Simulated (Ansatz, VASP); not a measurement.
# ZnS4: VASP beside Ansatz

The input INCAR:

```
SYSTEM = ZnS4
  PREC = Accurate
  ENCUT = 600
  EDIFF = 1E-6
  ISMEAR = 0
  SIGMA = 0.02
  LREAL = .FALSE.
  LASPH = .TRUE.
  NELM = 60
  ALGO = Normal
  ISIF = 3
  LWAVE = .FALSE.
  LCHARG = .FALSE.
  GGA = PE
  IBRION = 2
  NSW = 100
  EDIFFG = -0.01
```

The input KPOINTS:

```
regular mesh
0
G
  8 8 4
  0 0 0
```

The input POSCAR:

```
ZnS4
1.0
    3.1463398053     -2.5121154876      0.0000000000
    3.1463398053      2.5121154876      0.0000000000
   -2.1702381091      0.0000000000      7.1207395573
Zn S
1 4
Direct
    0.0318751232      0.9681248768      0.0000000000
    0.4514572831      0.9995446776      0.8240596542
    0.6558722793      0.6416600080      0.5910285101
    0.0004553224      0.5485427169      0.1759403458
    0.3583399920      0.3441277207      0.4089714899
```

Input for Ansatz:

```yaml
crystal:
  lattice:
    - [3.1463398053, -2.5121154876, 0.0]
    - [3.1463398053, 2.5121154876, 0.0]
    - [-2.1702381091, 0.0, 7.1207395573]
  atoms:
    - { symbol: Zn, position: [0.0318751232, 0.9681248768, 0.0] }
    - { symbol: S, position: [0.4514572831, 0.9995446776, 0.8240596542] }
    - { symbol: S, position: [0.6558722793, 0.641660008, 0.5910285101] }
    - { symbol: S, position: [0.0004553224, 0.5485427169, 0.1759403458] }
    - { symbol: S, position: [0.358339992, 0.3441277207, 0.4089714899] }
basis:
  ecutwfc: 420
kpoints:
  mp_grid: { grid: [8, 8, 4] }
hamiltonian:
  xc: pbe
scf:
  occupations: { method: gaussian, width: 0.02 }
output:
  forces: true
  stress: true
  eigenvalues: true
relax:
  adjacent_minimum: "off"
  f_tol: 0.01
  max_steps: 80
  cell: { stress_tol: 0.05 }
```

Alike in both runs: task relaxation of cell and atoms; functional PBE; k mesh 8 × 8 × 4; occupations gaussian, width 0.02 eV; no spin polarisation.

```csv
,VASP,Ansatz
version,VASP 6.6.1,Ansatz 0.2.0
potentials or method,"VASP PAW PBE potentials, release 64 (Zn, S), cutoff 600 eV","scalar-relativistic, plane waves, PAW"
valence electrons in the cell,36,36
```

Ansatz gave:

```
gap on the k mesh at the Fermi level, each at its own relaxed structure (eV)  : 1.45
relaxed volume (Å³/atom)                                                      : 22.09
relaxed length of the cell vector where the two differ most in proportion (Å) : 7.511
```

**Question.** Which values does VASP return?

**Answer.** gap on the k mesh at the Fermi level, each at its own relaxed structure (eV): 1.50; relaxed volume (Å³/atom): 22.07; relaxed length of the cell vector where the two differ most in proportion (Å): 7.505.
